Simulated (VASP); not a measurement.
# Pd (I4_1/amd) in VASP: further runs, part 2 of 2

VASP 6.6.1.

### 4 Relaxation of shape and atoms at fixed volume, PBE

This run uses another cell than the first one, of 14.37 Å³/atom.

INCAR reads:

```
SYSTEM = Pd
ALGO = Normal ; EDIFF = 1E-6
EDIFFG = -0.005 ; ENCUT = 600
GGA = PE ; IBRION = 2
ISIF = 4 ; ISMEAR = -1
LASPH = .TRUE. ; LCHARG = .FALSE.
LREAL = .FALSE. ; LWAVE = .FALSE.
NELM = 80 ; NSW = 50
PREC = Accurate ; SIGMA = 0.05
```

KPOINTS reads:

```
k-points
0
G
  16 16 16
  0 0 0
```

POSCAR reads:

```
Pd
1.0
   -2.3742136346      2.3742136346      1.2743009665
    2.3742136346     -2.3742136346      1.2743009665
    2.3742136346      2.3742136346     -1.2743009665
Pd
2
Direct
   -0.3750000000     -0.1250000000     -0.2500000000
    0.3750000000      0.1250000000      0.2500000000
```

Potentials or basis: VASP PAW PBE potentials, release 64 (Pd).

Started as:

```bash
> cat potpaw_PBE.64/Pd/POTCAR > POTCAR
> mpirun -np 1 vasp_std > vasp.out
```

OUTCAR:

```text
SYSTEM = Pd
   EDIFF = 1E-6
   EDIFFG = -0.005
   ENCUT = 600
   GGA = PE
   IBRION = 2
   ISIF = 4
   ISMEAR = -1
   LASPH = .TRUE.
   LREAL = .FALSE.
   NELM = 80
   NSW = 50
   PREC = Accurate

 ion  position               nearest neighbor table
   1  0.625  0.875  0.750-   2 2.46   2 2.46   2 2.46   2 2.46   2 3.05   2 3.05   2 3.05   2 3.05

   2  0.375  0.125  0.250-   1 2.46   1 2.46   1 2.46   1 2.46   1 3.05   1 3.05   1 3.05   1 3.05

  LATTYP: Found a body centered tetragonal cell.
 ALAT       =     4.7484272692
 C/A-ratio  =     0.5367254858

  Lattice vectors:

 A1 = (  -2.3742136346,   2.3742136346,   1.2743009665)
 A2 = (   2.3742136346,  -2.3742136346,   1.2743009665)
 A3 = (   2.3742136346,   2.3742136346,  -1.2743009665)

Analysis of symmetry for initial positions (statically):
[... 265 lines left out ...]
 k-point     1 :       0.0000    0.0000    0.0000
  band No.  band energies     occupation
      1       3.0136      2.00000
      2       4.3372      2.00000
      3       5.0647      2.00000
      4       5.6994      2.00000
      5       6.0642      2.00000
      6       9.0862      2.00000
      7       9.0862      2.00000
      8       9.1374      2.00000
      9       9.1374      2.00000
     10      10.5893      0.33634
     11      11.5900      0.00000
     12      17.0217      0.00000
     13      17.0217      0.00000
     14      25.2216      0.00000
[... 377 lines left out ...]
      1       3.0777      2.00000
      2       4.3819      2.00000
      3       5.0944      2.00000
      4       5.6842      2.00000
      5       6.0483      2.00000
      6       9.0771      2.00000
      7       9.1049      2.00000
      8       9.1560      2.00000
      9       9.1568      2.00000
     10      10.5465      0.64432
     11      11.4476      0.00000
     12      16.7008      0.00000
     13      17.2323      0.00000
     14      25.3006      0.00000

 [... further k-points ...]
[... 5 lines left out ...]
  --------------------------------------------------------------------------------------
  -------------------------------------------------------------------------------------
  Total        6.0138595      6.0138595      6.0120705     -0.0000000      0.0000000     -0.0000000
  in kB      335.3453316    335.3453316    335.2455741     -0.0000000      0.0000000     -0.0000000
  external PRESSURE =     335.3120791 kB  Pullay stress =       0.0000000 kB
[... 17 lines left out ...]
  FREE ENERGIE OF THE ION-ELECTRON SYSTEM (eV)
  ---------------------------------------------------
  free  energy   TOTEN  =        -9.3181950460 eV

  energy  without entropy=       -9.3019329807  energy(sigma->0) =       -9.31006401

 reached required accuracy - stopping structural energy minimisation
```

CONTCAR:

```text
Pd
   1.00000000000000
    -2.3734469281292188    2.3734469281292188    1.2751243871462785
     2.3734469281292188   -2.3734469281292188    1.2751243871462785
     2.3734469281292188    2.3734469281292188   -1.2751243871462785
  Pd
     2
Direct
     0.6250000000000000    0.8750000000000000    0.7500000000000000
     0.3750000000000000    0.1250000000000000    0.2500000000000000

  0.00000000E+00  0.00000000E+00  0.00000000E+00
  0.00000000E+00  0.00000000E+00  0.00000000E+00
```

Wall time 4.3 min (1 thread of Oxide Virtual Turin-like, shared host); peak memory 0.26 GiB.

Results:

```
Free energy               : -9.3182 eV
Energy gained by relaxing : 0.0 meV/atom
Ionic steps               : 3
Pressure after relaxing   : 33.5 GPa
Band gap on the k mesh    : zero (bands 10 and 11 overlap by 1.43 eV)
```

Final structure:
```xyz
2
Lattice="-2.3734 2.3734 1.2751 2.3734 -2.3734 1.2751 2.3734 2.3734 -1.2751" Properties=species:S:1:pos:R:3 pbc="T T T"
Pd    2.3734    1.1867    0.9563
Pd    0.0000    1.1867    0.3188
```

Levels at points of the mesh, in eV from the Fermi level:
```csv
k point,band 6,band 7,band 8,band 9,band 10,band 11,band 12,band 13,band 14
"(0.00, 0.00, 0.00)",-1.42,-1.42,-1.37,-1.37,0.08,1.08,6.51,6.51,14.71
"(0.50, 0.00, 0.00)",-2.64,-1.21,-1.14,-0.34,-0.19,2.64,6.35,8.43,9.07
"(0.50, 0.50, 0.00)",-3.56,-1.60,-1.60,-0.71,-0.71,-0.28,-0.28,13.13,13.13
"(0.50, 0.50, 0.50)",-1.97,-1.21,-1.21,-1.14,-1.14,0.00,0.00,6.37,6.37
```

### 5 Relaxation of cell and atoms, PBE

This run uses another cell than the first one, of 15.83 Å³/atom.

INCAR reads:

```
SYSTEM = Pd
PREC     = Accurate       ! precision mode
ENCUT    = 600            ! plane-wave cutoff, eV
EDIFF    = 1E-7           ! SCF threshold, eV
ISMEAR   = -1             ! smearing method
SIGMA    = 0.05           ! smearing width, eV
LREAL    = .FALSE.        ! projectors in reciprocal space
LASPH    = .TRUE.         ! aspherical terms in the spheres
NELM     = 100            ! most SCF steps
ALGO     = Normal         ! electronic algorithm
ISIF     = 3              ! what is computed and relaxed
LWAVE    = .FALSE.        ! write WAVECAR
LCHARG   = .FALSE.        ! write CHGCAR
GGA      = PE             ! functional
IBRION   = 2              ! ionic algorithm
NSW      = 60             ! ionic steps
EDIFFG   = -0.005         ! ionic threshold
```

KPOINTS reads:

```
regular mesh
0
G
  16 16 16
  0 0 0
```

POSCAR reads:

```
Pd
1.0
   -2.4325305604      2.4325305604      1.3378918082
    2.4325305604     -2.4325305604      1.3378918082
    2.4325305604      2.4325305604     -1.3378918082
Pd
2
Direct
   -0.3750000000     -0.1250000000     -0.2500000000
    0.3750000000      0.1250000000      0.2500000000
```

Potentials or basis: VASP PAW PBE potentials, release 64 (Pd).

Started as:

```bash
> cat potpaw_PBE.64/Pd/POTCAR > POTCAR
> mpirun -np 1 vasp_std > vasp.out
```

OUTCAR:

```text
SYSTEM = Pd
   PREC = Accurate
   ENCUT = 600
   EDIFF = 1E-7
   ISMEAR = -1
   LREAL = .FALSE.
   LASPH = .TRUE.
   NELM = 100
   ISIF = 3
   GGA = PE
   IBRION = 2
   NSW = 60
   EDIFFG = -0.005

 ion  position               nearest neighbor table
   1  0.625  0.875  0.750-   2 2.52   2 2.52   2 2.52   2 2.52   2 3.15   2 3.15   2 3.15   2 3.15

   2  0.375  0.125  0.250-   1 2.52   1 2.52   1 2.52   1 2.52   1 3.15   1 3.15   1 3.15   1 3.15

  LATTYP: Found a body centered tetragonal cell.
 ALAT       =     4.8650611208
 C/A-ratio  =     0.5500000000

  Lattice vectors:

 A1 = (  -2.4325305604,   2.4325305604,   1.3378918082)
 A2 = (   2.4325305604,  -2.4325305604,   1.3378918082)
 A3 = (   2.4325305604,   2.4325305604,  -1.3378918082)

Analysis of symmetry for initial positions (statically):
[... 444 lines left out ...]

 k-point     1 :       0.0000    0.0000    0.0000
  band No.  band energies     occupation
      1       1.6266      2.00000
      2       3.1450      2.00000
      3       3.6271      2.00000
      4       4.1272      2.00000
      5       4.4328      2.00000
      6       6.8103      2.00000
      7       6.8103      2.00000
      8       6.8564      2.00000
      9       6.8564      2.00000
     10       7.9473      0.83535
     11       8.7232      0.00000
     12      14.1064      0.00000
     13      14.1064      0.00000
     14      20.8152      0.00000
[... 377 lines left out ...]
      1       1.6824      2.00000
      2       3.1803      2.00000
      3       3.6501      2.00000
      4       4.1156      2.00000
      5       4.4205      2.00000
      6       6.8007      2.00000
      7       6.8232      2.00000
      8       6.8701      2.00000
      9       6.8704      2.00000
     10       7.9158      1.14802
     11       8.6239      0.00000
     12      13.7804      0.00000
     13      14.2693      0.00000
     14      20.9826      0.00000

 [... further k-points ...]
[... 5 lines left out ...]
  --------------------------------------------------------------------------------------
  -------------------------------------------------------------------------------------
  Total        0.0024140      0.0024140      0.0010661     -0.0000000     -0.0000000      0.0000000
  in kB        0.1147844      0.1147844      0.0506939     -0.0000000     -0.0000000      0.0000000
  external PRESSURE =       0.0934209 kB  Pullay stress =       0.0000000 kB
[... 17 lines left out ...]
  FREE ENERGIE OF THE ION-ELECTRON SYSTEM (eV)
  ---------------------------------------------------
  free  energy   TOTEN  =        -9.7593001536 eV

  energy  without entropy=       -9.7392477845  energy(sigma->0) =       -9.74927397

 reached required accuracy - stopping structural energy minimisation
```

Run time: 16 min. Hardware: 1 thread of Oxide Virtual Turin-like, shared host; peak memory 0.29 GiB.

Results:

| Quantity | Value |
| --- | --- |
| Free energy | -9.7593 eV |
| Relaxed volume | 16.85 Å³/atom |
| Relaxed cell | a = 3.787 Å, b = 3.787 Å, c = 3.787 Å, α = 97.24°, β = 97.24°, γ = 138.41° |
| Space group after relaxing (to 0.1 Å) | I4_1/amd (No. 141) |
| Energy gained by relaxing | 34.8 meV/atom |
| Ionic steps | 8 |
| Pressure after relaxing | 0.0 GPa |
| Band gap on the k mesh | zero (bands 10 and 11 overlap by 1.00 eV) |

The path:
```
step  energy change (eV)  largest force (eV/Å)  pressure (GPa)  volume (Å³)
   1              0.0000                0.0000           10.23        31.67
   2              0.0152                0.0000           -8.77        36.52
   3             -0.0679                0.0000           -0.44        33.81
   4             -0.0679                0.0000           -0.27        33.77
   5             -0.0696                0.0000            0.07        33.68
   6             -0.0696                0.0000            0.08        33.68
   7             -0.0696                0.0000           -0.07        33.71
   8             -0.0697                0.0000            0.01        33.69
```

Final structure:
```cif
data_structure
_symmetry_space_group_name_H-M 'P 1'
_symmetry_Int_Tables_number 1
_cell_length_a 3.7868
_cell_length_b 3.7868
_cell_length_c 3.7868
_cell_angle_alpha 97.240
_cell_angle_beta 97.240
_cell_angle_gamma 138.413
_cell_volume 33.69
loop_
_atom_site_label
_atom_site_type_symbol
_atom_site_fract_x
_atom_site_fract_y
_atom_site_fract_z
_atom_site_occupancy
Pd1 Pd 0.62500 0.87500 0.75000 1
Pd2 Pd 0.37500 0.12500 0.25000 1
```

Levels at points of the mesh, in eV from the Fermi level:
```
           k point  band 6  band 7  band 8  band 9  band 10  band 11  band 12  band 13  band 14
(0.00, 0.00, 0.00)   -1.12   -1.12   -1.07   -1.07     0.02     0.79     6.18     6.18    12.88
(0.50, 0.00, 0.00)   -2.07   -0.93   -0.85   -0.29    -0.12     2.42     5.43     7.65     8.43
(0.50, 0.50, 0.00)   -2.83   -1.28   -1.28   -0.57    -0.57    -0.19    -0.19    12.02    12.02
(0.50, 0.50, 0.50)   -1.54   -0.97   -0.97   -0.91    -0.91     0.49     0.49     5.29     5.29
```

### 6 Overview

```csv
task,cell,gap on the mesh (eV),pressure (GPa)
relaxation of shape and atoms at fixed volume,"relaxed from a = 3.284 Å, angles 97.2, 97.2, 138.4°, 2 atoms",none,180.8
relaxation of shape and atoms at fixed volume,"relaxed from a = 3.445 Å, angles 97.2, 97.2, 138.4°, 2 atoms",none,83.3
relaxation of shape and atoms at fixed volume,"relaxed from a = 3.591 Å, angles 97.2, 97.2, 138.4°, 2 atoms",none,33.5
relaxation of cell and atoms,"relaxed from a = 3.691 Å, angles 97.5, 97.5, 137.5°, 2 atoms",none,0.0
```

Alike in all rows: level PBE; potentials or basis VASP PAW PBE potentials, release 64 (Pd); no spin polarisation; k mesh 16 × 16 × 16; cutoff (eV) 600; smearing fermi-dirac 0.05 eV.

Total energies depend on the potentials used, so only differences within one code and one set of settings carry meaning.
